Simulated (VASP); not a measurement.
Here is a VASP 6.6.1 calculation.

The input INCAR:

```
  PREC = Accurate
  ENCUT = 600
  EDIFF = 1E-6
  ISMEAR = 0
  SIGMA = 0.1
  LREAL = F
  LASPH = T
  NELM = 80
  ALGO = Normal
  ISIF = 3
  LWAVE = F
  LCHARG = F
  GGA = PS
  IBRION = 2
  NSW = 90
  EDIFFG = -0.04
```

File KPOINTS:

```
Automatic mesh
0
Gamma
  4 4 4
```

POSCAR

```
Ta
1.0
    2.2557423058     -3.8230648856      0.0000000000
    2.2557423058      3.8230648856      0.0000000000
    0.0000000000      0.0000000000      4.5174856554
Ta
4
Direct
    0.1525000000      0.8475000000      0.0785000000
    0.6525000000      0.3475000000      0.4215000000
    0.8475000000      0.1525000000      0.9215000000
    0.3475000000      0.6525000000      0.5785000000
```

Potentials or basis: VASP PAW PBE potentials, release 64 (Ta_pv).

Run with:

```sh
$ cat potpaw_PBE.64/Ta_pv/POTCAR > POTCAR
$ mpirun -np 1 vasp_std > vasp.out
```

(1) What does it give for the relaxed volume?

(2) Estimate the space group after relaxing (to 0.05 Å).

(3) Predict the band gap on the k mesh.

## Answers

(1) 18.41 Å³/atom.

(2) Fmmm (No. 69).

(3) zero (band 22 reaches 6.08 eV, above the bottom of band 23 at 4.76 eV).

Caveat: the k points lie up to 0.50 Å⁻¹ apart in the final cell; the PAW data sets were made with another functional, which shifts forces and pressure a little; spin-orbit coupling is left out, which moves the levels of the heavy elements.
